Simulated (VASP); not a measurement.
# Mo (Fd-3m) in VASP: single point with PBE

Aim: the single point of Mo with PBE.

Program: VASP 6.6.1. These are calculated values, not measurements. Logs are shortened: lines on timing, memory, paths and dates and some standing lists are left out, and cuts for length are marked.

**1. The cell of the first run**

The structure is cubic, space group Fd-3m (No. 227). Conventional cell: a = 5.687 Å, b = 5.687 Å, c = 5.687 Å, α = 90.00°, β = 90.00°, γ = 90.00°. Within 3.3 Å of Mo (site symmetry -43m) lie 4 Mo at 2.46 Å.

This isn't the form of Mo at room conditions, which is bcc.

**2. Single point, PBE**

Input file POSCAR:

```
Mo
1.0
    0.0000000000      2.8436253843      2.8436253843
    2.8436253843      0.0000000000      2.8436253843
    2.8436253843      2.8436253843      0.0000000000
Mo
2
Direct
   -0.1250000000     -0.1250000000     -0.1250000000
    0.1250000000      0.1250000000      0.1250000000
```

Input file INCAR.step1:

```
PREC = Accurate ; ENCUT = 520
EDIFF = 1E-7 ; ISMEAR = -1
SIGMA = 0.05 ; LREAL = False
LASPH = True ; NELM = 100
ALGO = Normal ; ISIF = 2
LWAVE = False ; LCHARG = True
LMAXMIX = 4 ; GGA = PE
NBANDS = 21
```

Input file KPOINTS.step1:

```
Automatic mesh
0
Gamma
  14 14 14
```

Input file INCAR.step2:

```
PREC = Accurate ; ENCUT = 520
EDIFF = 1E-7 ; ISMEAR = -5
SIGMA = 0.05 ; LREAL = False
LASPH = True ; NELM = 100
ALGO = Normal ; ISIF = 2
LWAVE = False ; LCHARG = False
LMAXMIX = 4 ; GGA = PE
LORBIT = 11 ; NBANDS = 21
NEDOS = 1001 ; ICHARG = 11
```

Input file KPOINTS.step2:

```
Automatic mesh
0
Gamma
  21 21 21
```

Potentials or basis: VASP PAW PBE potentials, release 64 (Mo_sv).

Started as:

```
> cat potpaw_PBE.64/Mo_sv/POTCAR > POTCAR
> cp INCAR.step1 INCAR
> cp KPOINTS.step1 KPOINTS
> mpirun -np 1 vasp_std > vasp.out
> cp INCAR.step2 INCAR
> cp KPOINTS.step2 KPOINTS
> mpirun -np 1 vasp_std > vasp.out
```

OUTCAR:

```text
PREC = Accurate
   ENCUT = 520
   EDIFF = 1E-7
   ISMEAR = -5
   LREAL = False
   LASPH = True
   NELM = 100
   ISIF = 2
   GGA = PE
   LORBIT = 11
   ICHARG = 11

 ion  position               nearest neighbor table
   1  0.875  0.875  0.875-   2 2.46   2 2.46   2 2.46   2 2.46
   2  0.125  0.125  0.125-   1 2.46   1 2.46   1 2.46   1 2.46

  LATTYP: Found a face centered cubic cell.
 ALAT       =     5.6872507686

  Lattice vectors:

 A1 = (   0.0000000000,   2.8436253843,   2.8436253843)
 A2 = (   2.8436253843,   0.0000000000,   2.8436253843)
 A3 = (   2.8436253843,   2.8436253843,   0.0000000000)

Analysis of symmetry for initial positions (statically):
=====================================================================
 Subroutine PRICEL returns:
 Original cell was already a primitive cell.

 Routine SETGRP: Setting up the symmetry group for a
 face centered cubic supercell.

 Subroutine GETGRP returns: Found 48 space group operations
 (whereof 12 operations were pure point group operations)
 out of a pool of 48 trial point group operations.

The static configuration has the point symmetry D_3d.
 The point group associated with its full space group is O_h .

Analysis of symmetry for dynamics (positions and initial velocities):
=====================================================================
 Subroutine PRICEL returns:
 Original cell was already a primitive cell.

 Routine SETGRP: Setting up the symmetry group for a
 face centered cubic supercell.

 Subroutine GETGRP returns: Found 48 space group operations
 (whereof 12 operations were pure point group operations)
 out of a pool of 48 trial point group operations.

The dynamic configuration has the point symmetry D_3d.
 The point group associated with its full space group is O_h .

 Subroutine INISYM returns: Found 48 space group operations
 (whereof 12 operations are pure point group operations),
 and found     1 'primitive' translations

----------------------------------------------------------------------------------------

                                     Primitive cell

  volume of cell :      45.9883

  direct lattice vectors                    reciprocal lattice vectors
     0.000000000  2.843625384  2.843625384    -0.175831881  0.175831881  0.175831881
     2.843625384  0.000000000  2.843625384     0.175831881 -0.175831881  0.175831881
     2.843625384  2.843625384  0.000000000     0.175831881  0.175831881 -0.175831881

  length of vectors
     4.021493585  4.021493585  4.021493585     0.304549751  0.304549751  0.304549751

  position of ions in fractional coordinates (direct lattice)
     0.875000000  0.875000000  0.875000000
     0.125000000  0.125000000  0.125000000

  ion indices of the primitive-cell ions
   primitive index   ion index
                 1           1
                 2           2

----------------------------------------------------------------------------------------

 KPOINTS: Automatic mesh

Automatic generation of k-mesh.
 Grid dimensions read from file:
 generate k-points for:   21   21   21

 Generating k-lattice:

  Cartesian coordinates                     Fractional coordinates (reciprocal lattice)
    -0.008372947  0.008372947  0.008372947     0.047619048  0.000000000  0.000000000
     0.008372947 -0.008372947  0.008372947     0.000000000  0.047619048  0.000000000
     0.008372947  0.008372947 -0.008372947     0.000000000  0.000000000  0.047619048

  Length of vectors
     0.014502369  0.014502369  0.014502369

  Shift w.r.t. Gamma in fractional coordinates (k-lattice)
     0.000000000  0.000000000  0.000000000

 TETIRR: Found   1276 inequivalent tetrahedra from    55566

 Subroutine IBZKPT returns following result:
 ===========================================

 Found    286 irreducible k-points:

 Following reciprocal coordinates:
            Coordinates               Weight
  0.000000  0.000000  0.000000      1.000000
  0.047619  0.000000  0.000000      8.000000
  0.095238  0.000000  0.000000      8.000000
  0.142857  0.000000  0.000000      8.000000
  0.190476  0.000000  0.000000      8.000000
  0.238095  0.000000  0.000000      8.000000
[... 16 lines left out ...]
 -0.428571  0.047619  0.000000     24.000000
 -0.380952  0.047619  0.000000     24.000000
 [... further k-points ...]
   k-points           NKPTS =    286   k-points in BZ     NKDIM =    286   number of bands    NBANDS=     21
   number of dos      NEDOS =   1001   number of ions     NIONS =      2
   total plane-waves  NPLWV =  27000
   dimension x,y,z NGX =    30 NGY =   30 NGZ =   30
   dimension x,y,z NGXF=    60 NGYF=   60 NGZF=   60
   ions per type =               2
   NGX,Y,Z   is equivalent  to a cutoff of  12.40, 12.40, 12.40 a.u.
   NGXF,Y,Z  is equivalent  to a cutoff of  24.80, 24.80, 24.80 a.u.
 SYSTEM =  unknown system
   PREC   = accura    normal or accurate (medium, high low for compatibility)
   ISTART =      0    job   : 0-new  1-cont  2-samecut
   ICHARG =     11    charge: 1-file 2-atom 10-const
   ISPIN  =      1    spin polarized calculation?
   LNONCOLLINEAR =      F non collinear calculations
   LSORBIT =      F    spin-orbit coupling
   LASPH  =      T    aspherical Exc in radial PAW
   ENCUT  =  520.0 eV  38.22 Ry    6.18 a.u.   7.48  7.48  7.48*2*pi/ulx,y,z
   NELM   =    100;   NELMIN=  2; NELMDL=  0     # of ELM steps
   EDIFF  = 0.1E-06   stopping-criterion for ELM
   LREAL  =      F    real-space projection
   EDIFFG = 0.1E-05   stopping-criterion for IOM
   NSW    =      0    number of steps for IOM
   IBRION =     -1    ionic relax: 0-MD 1-quasi-New 2-CG
   NFREE  =      0    steps in history (QN), initial steepest desc. (CG)
   ISIF   =      2    stress and relaxation
   ISYM   =      2    0-nonsym 1-usesym 2-fastsym
   POTIM  = 0.5000    time-step for ionic-motion
   TEBEG  =    0.0;   TEEND  =   0.0 temperature during run
   PSTRESS=    0.0 pullay stress
   NELECT =      28.0000    total number of electrons
   NUPDOWN=      -1.0000    fix difference up-down
   EMIN   =  10.00;   EMAX   =-10.00  energy-range for DOS
   EFERMI =   0.00;   METHOD = LEGACY
   ISMEAR =    -5;   SIGMA  =   0.05  broadening in eV -4-tet -1-fermi 0-gaus
   EFERMI_NEDOS =   21; number of points for ismear=-14 and -15
   IALGO  =     38    algorithm
   IMIX   =      4    mixing-type and parameters
     AMIX     =   0.40;   BMIX     =  1.00
     AMIX_MAG =   1.60;   BMIX_MAG =  1.00
  volume/ion in A,a.u.               =      22.99       155.17
  Fermi-wavevector in a.u.,A,eV,Ry     =   1.387539  2.622068 26.194805  1.925264
  Thomas-Fermi vector in A             =   2.511750
   LORBIT       =     11    0 simple, 1 ext, 2 COOP (PROOUT), +10 PAW based schemes
   GGA     = PE    functional components
   LHFCALC =     F    Hartree Fock is set to
   AEXX    =    0.0000 exact exchange contribution
   IVDW    =     0    specifies the selected vdW correction
   LEPSILON=     F    determine dielectric tensor
   LRPA    =     F    only Hartree local field effects (RPA)
 non-spin polarized calculation
 Fermi weights with tetrahedron method with Bloechl corrections
  energy-cutoff  :      520.00
  volume of cell :       45.99
 maximum number of plane-waves:      1259
 NGX is ok and might be reduce to    30

 number of electron      28.0000006 magnetization

 Free energy of the ion-electron system (eV)
  ---------------------------------------------------
  ext. energy  EPLUGINS =         0.00000000
  ---------------------------------------------------
  free energy    TOTEN  =       -17.41581176 eV

  energy without entropy =      -17.41581176  energy(sigma->0) =      -17.41581176

 E-fermi :   6.9042     XC(G=0): -10.8527

 val. band max:        6.9310231143   @ k =  -0.2857   0.2857   0.0000
 cond. band min:       6.8662552552   @ k =  -0.4762   0.4762   0.0000
 fundamental gap:     -0.0647678591
 Fermi energy:         6.9041614533

 k-point     1 :       0.0000    0.0000    0.0000
  band No.  band energies     occupation
      1     -53.5615      2.00000
      2     -52.8810      2.00000
      3     -27.9607      2.00000
      4     -27.9607      2.00000
      5     -27.9607      2.00000
      6     -26.8552      2.00000
[... 13 lines left out ...]
     20      18.2552      0.00000
     21      19.0046      0.00000

 k-point     2 :       0.0476    0.0000    0.0000
  band No.  band energies     occupation
      1     -53.5587      2.00000
      2     -52.8840      2.00000
      3     -27.9639      2.00000
      4     -27.9639      2.00000
      5     -27.9605      2.00000
      6     -26.8554      2.00000
[... 13 lines left out ...]
     20      17.9489      0.00000
     21      19.0203      0.00000

 k-point     3 :       0.0952    0.0000    0.0000
  band No.  band energies     occupation
      1     -53.5506      2.00000
      2     -52.8927      2.00000
      3     -27.9732      2.00000
      4     -27.9732      2.00000
      5     -27.9599      2.00000
      6     -26.8561      2.00000
[... 13 lines left out ...]
     20      17.5132      0.00000
     21      19.0634      0.00000

 k-point     4 :       0.1429    0.0000    0.0000
  band No.  band energies     occupation
      1     -53.5373      2.00000
      2     -52.9068      2.00000
      3     -27.9874      2.00000
      4     -27.9874      2.00000
      5     -27.9590      2.00000
      6     -26.8569      2.00000
[... 13 lines left out ...]
     20      17.1097      0.00000
     21      18.4274      0.00000

 k-point     5 :       0.1905    0.0000    0.0000
  band No.  band energies     occupation
      1     -53.5195      2.00000
      2     -52.9256      2.00000
      3     -28.0049      2.00000
      4     -28.0049      2.00000
      5     -27.9580      2.00000
      6     -26.8577      2.00000
[... 13 lines left out ...]
     20      16.6062      0.00000
     21      17.5211      0.00000
[... 382 lines left out ...]
     20      11.7068      0.00000
     21      16.7120      0.00000

 k-point    22 :      -0.4762    0.0476    0.0000
  band No.  band energies     occupation
      1     -53.3930      2.00000
      2     -53.0578      2.00000
      3     -28.1071      2.00000
      4     -28.0919      2.00000
      5     -27.9347      2.00000
      6     -26.8783      2.00000
[... 13 lines left out ...]
     20      11.5635      0.00000
     21      16.7100      0.00000

 k-point    23 :      -0.4286    0.0476    0.0000
  band No.  band energies     occupation
      1     -53.4003      2.00000
      2     -53.0503      2.00000
      3     -28.1054      2.00000
      4     -28.0862      2.00000
      5     -27.9353      2.00000
      6     -26.8778      2.00000
[... 13 lines left out ...]
     20      11.8471      0.00000
     21      16.7179      0.00000

 k-point    24 :      -0.3810    0.0476    0.0000
  band No.  band energies     occupation
      1     -53.4167      2.00000
      2     -53.0333      2.00000
      3     -28.0985      2.00000
      4     -28.0758      2.00000
      5     -27.9364      2.00000
      6     -26.8770      2.00000
[... 13 lines left out ...]
     20      12.4747      0.00000
     21      16.7382      0.00000

 [... further k-points ...]
[... 5 lines left out ...]
  --------------------------------------------------------------------------------------
  -------------------------------------------------------------------------------------
  Total        0.1775870      0.1775870      0.1775870      0.0000000      0.0000000      0.0000000
  in kB        6.1869222      6.1869222      6.1869222      0.0000000      0.0000000      0.0000000
  external PRESSURE =       6.1869222 kB  Pullay stress =       0.0000000 kB

 VOLUME and BASIS-vectors are now :
 -----------------------------------------------------------------------------
  energy-cutoff  :      520.00
  volume of cell :       45.99
      direct lattice vectors                 reciprocal lattice vectors
     0.000000000  2.843625384  2.843625384    -0.175831881  0.175831881  0.175831881
     2.843625384  0.000000000  2.843625384     0.175831881 -0.175831881  0.175831881
     2.843625384  2.843625384  0.000000000     0.175831881  0.175831881 -0.175831881

 POSITION                                       TOTAL-FORCE (eV/Angst)
 -----------------------------------------------------------------------------------
      4.97634      4.97634      4.97634         0.000000      0.000000      0.000000
      0.71091      0.71091      0.71091        -0.000000     -0.000000     -0.000000
 -----------------------------------------------------------------------------------
    total drift:                               -0.000000      0.000000      0.000000

  FREE ENERGIE OF THE ION-ELECTRON SYSTEM (eV)
  ---------------------------------------------------
  free  energy   TOTEN  =       -17.4158117621 eV

  energy  without entropy=      -17.4158117621  energy(sigma->0) =      -17.41581176

 total charge

# of ion       s       p       d       tot
------------------------------------------
    1        2.443   6.051   4.253  12.747
    2        2.443   6.051   4.253  12.747
--------------------------------------------------
tot          4.887  12.102   8.506  25.495
```

Wall time 2 min (1 thread of Intel Xeon 6975P-C (Granite Rapids), shared host); peak memory 0.32 GiB.

Results:

| Property | Result |
| --- | --- |
| Valence electrons inside the program's atomic spheres | Mo 12.75 |

Levels at points of the mesh, in eV from the Fermi level:
```csv
k point,band 12,band 13,band 14,band 15,band 16,band 17
"(0.00, 0.00, 0.00)",-1.35,-1.35,-1.35,1.29,1.29,1.29
```
